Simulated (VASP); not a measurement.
# Ni (Im-3m) in VASP: further runs, part 2 of 2

VASP 6.6.1. Earlier steps stand in the parts before.

## Step 3: Single point, LDA, non-collinear spin, typed start

Contents of INCAR:

```
SYSTEM = Ni
PREC     = Accurate       ! precision mode
ENCUT    = 520            ! plane-wave cutoff, eV
EDIFF    = 1E-6           ! SCF threshold, eV
ISMEAR   = -1             ! smearing method
SIGMA    = 0.05           ! smearing width, eV
LREAL    = .FALSE.        ! projectors in reciprocal space
LASPH    = .TRUE.         ! aspherical terms in the spheres
NELM     = 150            ! most SCF steps
ALGO     = Normal         ! electronic algorithm
ISIF     = 2              ! what is computed and relaxed
LWAVE    = .FALSE.        ! write WAVECAR
LCHARG   = .FALSE.        ! write CHGCAR
LNONCOLLINEAR= .TRUE.         ! non-collinear magnetism
MAGMOM   = 0 0 0.5 0 0 0.5 ! initial moments
LORBIT   = 11             ! projections on sites
LMAXMIX  = 4              ! l up to which the mixer works
NBANDS   = 32             ! bands
```

Contents of KPOINTS:

```
Automatic mesh
0
G
  11 11 11
  0 0 0
```

Contents of POSCAR:

```
Ni
1.0
    2.7674309400      0.0000000000      0.0000000000
    0.0000000000      2.7674309400      0.0000000000
    0.0000000000      0.0000000000      2.7674309400
Ni
2
Direct
    0.0000000000      0.0000000000      0.0000000000
    0.5000000000      0.5000000000      0.5000000000
```

Potentials or basis: VASP PAW LDA potentials, release 64 (Ni).

The run is started by

```
cat potpaw_LDA.64/Ni/POTCAR > POTCAR
mpirun -np 1 vasp_ncl > vasp.out
```

OUTCAR:

```text
SYSTEM = Ni
   PREC = Accurate
   ENCUT = 520
   EDIFF = 1E-6
   ISMEAR = -1
   LREAL = .FALSE.
   LASPH = .TRUE.
   NELM = 150
   ISIF = 2
   LNONCOLLINEAR = .TRUE.
   LORBIT = 11

 ion  position               nearest neighbor table
   1  0.000  0.000  0.000-   2 2.40   2 2.40   2 2.40   2 2.40   2 2.40   2 2.40   2 2.40   2 2.40

   2  0.500  0.500  0.500-   1 2.40   1 2.40   1 2.40   1 2.40   1 2.40   1 2.40   1 2.40   1 2.40

  LATTYP: Found a simple cubic cell.
 ALAT       =     2.7674309400

  Lattice vectors:

 A1 = (   2.7674309400,   0.0000000000,   0.0000000000)
[... 1092 lines left out ...]
      0.00000      0.00000      0.00000         0.000000      0.000000      0.000000
      1.38372      1.38372      1.38372        -0.000000     -0.000000     -0.000000
 -----------------------------------------------------------------------------------
    total drift:                                0.000000     -0.000000     -0.000000

  FREE ENERGIE OF THE ION-ELECTRON SYSTEM (eV)
  ---------------------------------------------------
  free  energy   TOTEN  =       -12.9343053308 eV

  energy  without entropy=      -12.9031729825  energy(sigma->0) =      -12.91873916

 total charge

# of ion       s       p       d       tot
------------------------------------------
    1        0.504   0.511   8.357   9.372
    2        0.504   0.511   8.357   9.372
--------------------------------------------------
tot          1.008   1.022  16.713  18.744

 magnetization (x)

# of ion       s       p       d       tot
------------------------------------------
    1       -0.000  -0.000   0.000  -0.000
    2        0.000  -0.000  -0.000   0.000
--------------------------------------------------
tot          0.000  -0.000  -0.000  -0.000

 magnetization (y)

# of ion       s       p       d       tot
------------------------------------------
    1        0.000   0.000   0.000   0.000
    2       -0.000   0.000   0.000   0.000
--------------------------------------------------
tot         -0.000   0.000   0.000   0.000

 magnetization (z)

# of ion       s       p       d       tot
------------------------------------------
    1       -0.002  -0.007   0.463   0.454
    2       -0.002  -0.007   0.463   0.454
--------------------------------------------------
tot         -0.004  -0.015   0.925   0.907
```

OSZICAR:

```text
N       E                     dE             d eps       ncg     rms          rms(c)
DAV:   1     0.126798168998E+03    0.12680E+03   -0.87233E+03 12376   0.182E+03
DAV:   2    -0.590489122227E+01   -0.13270E+03   -0.12509E+03 11984   0.325E+02
DAV:   3    -0.149096905309E+02   -0.90048E+01   -0.86988E+01 13256   0.108E+02
DAV:   4    -0.150695721689E+02   -0.15988E+00   -0.15968E+00 13664   0.151E+01
DAV:   5    -0.150748892733E+02   -0.53171E-02   -0.53167E-02 14952   0.215E+00    0.142E+01
DAV:   6    -0.135800244611E+02    0.14949E+01   -0.11361E+01 13560   0.750E+01    0.804E+00
DAV:   7    -0.129766152058E+02    0.60341E+00   -0.23553E+00 13464   0.315E+01    0.268E+00
DAV:   8    -0.129378053770E+02    0.38810E-01   -0.28951E-02 17760   0.265E+00    0.103E+00
DAV:   9    -0.129347190834E+02    0.30863E-02   -0.16362E-03 15232   0.487E-01    0.392E-01
DAV:  10    -0.129339100228E+02    0.80906E-03   -0.47511E-04 14152   0.327E-01    0.153E-01
DAV:  11    -0.129341966917E+02   -0.28667E-03   -0.23385E-04 15280   0.285E-01    0.910E-02
DAV:  12    -0.129343116248E+02   -0.11493E-03   -0.25053E-04 14184   0.310E-01    0.276E-02
DAV:  13    -0.129343022077E+02    0.94171E-05   -0.31270E-05 13968   0.105E-01    0.252E-02
DAV:  14    -0.129343053523E+02   -0.31446E-05   -0.10510E-05 13200   0.680E-02    0.717E-03
DAV:  15    -0.129343053308E+02    0.21495E-07   -0.51667E-07 10312   0.849E-03
   1 F= -.12934305E+02 E0= -.12918739E+02  d E =-.311323E-01  mag=    -0.0000    -0.0000     0.9066
```

Wall time 2.1 min (1 thread of AMD EPYC 9R45 (Zen 5), shared host); peak memory 0.26 GiB.

What came out:

- Free energy: -12.9343 eV
- Pressure: -10.8 GPa
- Band gap on the k mesh: zero (bands 20 and 21 overlap by 0.68 eV)
- Net moment: 0.91 μB per cell
- Valence electrons inside the program's atomic spheres: Ni 9.37

Moments on the atoms (μB; x, y, z):
```
Ni  0.00 0.00 0.45
Ni  0.00 0.00 0.45
```

Caveat: the cell stands under tension.

## Step 4: Single point, LDA, non-collinear spin, typed start

Contents of INCAR:

```
PREC     = Accurate       # precision mode
ENCUT    = 520            # plane-wave cutoff, eV
EDIFF    = 1E-7           # SCF threshold, eV
ISMEAR   = -1             # smearing method
SIGMA    = 0.05           # smearing width, eV
LREAL    = False          # projectors in reciprocal space
LASPH    = True           # aspherical terms in the spheres
NELM     = 150            # most SCF steps
ALGO     = Normal         # electronic algorithm
ISIF     = 2              # what is computed and relaxed
LWAVE    = False          # write WAVECAR
LCHARG   = False          # write CHGCAR
LNONCOLLINEAR= True           # non-collinear magnetism
MAGMOM   = 0 0 0.5 0 0 -0.5 # initial moments
LORBIT   = 11             # projections on sites
LMAXMIX  = 4              # l up to which the mixer works
NBANDS   = 32             # bands
```

Contents of KPOINTS:

```
regular mesh
0
Gamma
  11 11 11
```

POSCAR is that of step 3.

The run is started by

```
cat potpaw_LDA.64/Ni/POTCAR > POTCAR
mpirun -np 1 vasp_ncl > vasp.out
```

Wall time 88 s (1 thread of AMD EPYC 9R45 (Zen 5), shared host); peak memory 0.22 GiB.

The run converged. Its results:

* Free energy: -12.9298 eV
* Pressure: -11.9 GPa
* Band gap on the k mesh: zero (bands 20 and 21 overlap by 0.56 eV)
* Net moment: 0.00 μB per cell
* Valence electrons inside the program's atomic spheres: Ni 9.37

Levels at points of the mesh, in eV from the Fermi level:
```tsv
k point	band 18	band 19	band 20	band 21	band 22	band 23
(0.00, 0.00, 0.00)	0.17	0.17	0.17	0.17	0.17	9.99
```

Moments on the atoms (μB; x, y, z):
```
Ni  0.00 0.00 0.00
Ni  0.00 0.00 0.00
```

Caveat: the cell stands under tension.

## Step 5: Single point, LDA, non-collinear spin, typed start

Contents of INCAR:

```
SYSTEM = Ni
ALGO = Normal
EDIFF = 1E-6
ENCUT = 520
GGA = CA
ISIF = 2
ISMEAR = -1
LASPH = .True.
LCHARG = .False.
LMAXMIX = 4
LNONCOLLINEAR = .True.
LORBIT = 11
LREAL = .False.
LWAVE = .False.
MAGMOM = 0 0 0.5 0 0 -0.5
NBANDS = 32
NELM = 150
PREC = Accurate
SIGMA = 0.05
```

Contents of KPOINTS:

```
k-points
0
Gamma
  11 11 11
  0 0 0
```

POSCAR is that of step 4.

The run is started by

```
cat potpaw_LDA.64/Ni/POTCAR > POTCAR
mpirun -np 1 vasp_ncl > vasp.out
```

It took 79 s on 1 thread of AMD EPYC 9R45 (Zen 5), shared host; peak memory 0.22 GiB.

It converged, with:

```
Free energy                                           : -12.9298 eV
Pressure                                              : -11.8 GPa
Band gap on the k mesh                                : zero (bands 20 and 21 overlap by 0.56 eV)
Net moment                                            : 0.00 μB per cell
Valence electrons inside the program's atomic spheres : Ni 9.37
```

Levels at points of the mesh, in eV from the Fermi level:
| k point | band 17 | band 18 | band 19 | band 20 | band 21 | band 22 | band 23 | band 24 |
| --- | --- | --- | --- | --- | --- | --- | --- | --- |
| (0.00, 0.00, 0.00) | 0.17 | 0.17 | 0.17 | 0.17 | 0.17 | 0.17 | 9.99 | 9.99 |

Moments on the atoms (μB; x, y, z):
```
Ni  0.00 0.00 0.00
Ni  0.00 0.00 0.00
```

Caveat: the cell stands under tension.
